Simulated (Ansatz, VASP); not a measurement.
AlNi in VASP and in Ansatz

INCAR

```
  PREC = Accurate
  ENCUT = 520
  EDIFF = 1E-7
  ISMEAR = 0
  SIGMA = 0.15
  LREAL = F
  LASPH = T
  NELM = 80
  ALGO = Fast
  ISIF = 2
  LWAVE = F
  LCHARG = F
  GGA = PS
  NBANDS = 14
```

Contents of KPOINTS:

```
Automatic mesh
0
Gamma
  16 16 16
```

The input POSCAR:

```
AlNi
1.0
    2.1222677803     -2.1222113841      0.0000000000
    2.1222677803      2.1222113841      0.0000000000
    0.0000000000      0.0000000000      2.6394000000
Al Ni
1 1
Direct
    0.0000000000      0.0000000000      0.0000000000
    0.5000000000      0.5000000000      0.5000000000
```

Input for Ansatz:

```yaml
crystal:
  lattice:
    - [2.1222677803, -2.1222113841, 0.0]
    - [2.1222677803, 2.1222113841, 0.0]
    - [0.0, 0.0, 2.6394]
  atoms:
    - { symbol: Al, position: [0.0, 0.0, 0.0] }
    - { symbol: Ni, position: [0.5, 0.5, 0.5] }
basis:
  ecutwfc: 520.0
kpoints:
  mp_grid: { grid: [16, 16, 16] }
hamiltonian:
  xc: pbesol
  pseudopotentials: { kind: paw, azcp: { folder: soft_1 } }
scf:
  occupations: { method: gaussian, width: 0.15 }
output:
  forces: true
  stress: true
  eigenvalues: true
  write_density: true
  write_potential: true
  elf: true
  volumetric_format: npy
```

Alike in both runs: task single point; functional PBEsol; k mesh 16 × 16 × 16; occupations gaussian, width 0.15 eV; no spin polarisation.

```csv
,VASP,Ansatz
version,VASP 6.6.1,Ansatz 0.2.0
potentials or method,"VASP PAW PBE potentials, release 64 (Al, Ni), cutoff 520 eV","scalar-relativistic, plane waves, PAW"
valence electrons in the cell,13,21
```

Ansatz gave:

| Property | Result |
| --- | --- |
| gap on the k mesh at the Fermi level (eV) | none |
| pressure (GPa) | -1.1 |
| traceless stress, the component that is largest in VASP (GPa) | 9.87 |

**Question.** What did VASP give for the same quantities?

**Answer.** gap on the k mesh at the Fermi level (eV): none; pressure (GPa): -0.9; traceless stress, the component that is largest in VASP (GPa): 10.05.

VASP's potentials were made for PBE, not for PBEsol, and Ansatz warns of the same on its side. A gap of «none» marks a metal or a gap that the smearing closes. VASP's potentials hold 13 valence electrons a cell and Ansatz's 21, so a difference there can come from the potentials and not from the codes. Ansatz's warnings: near symmetry operations not taken.
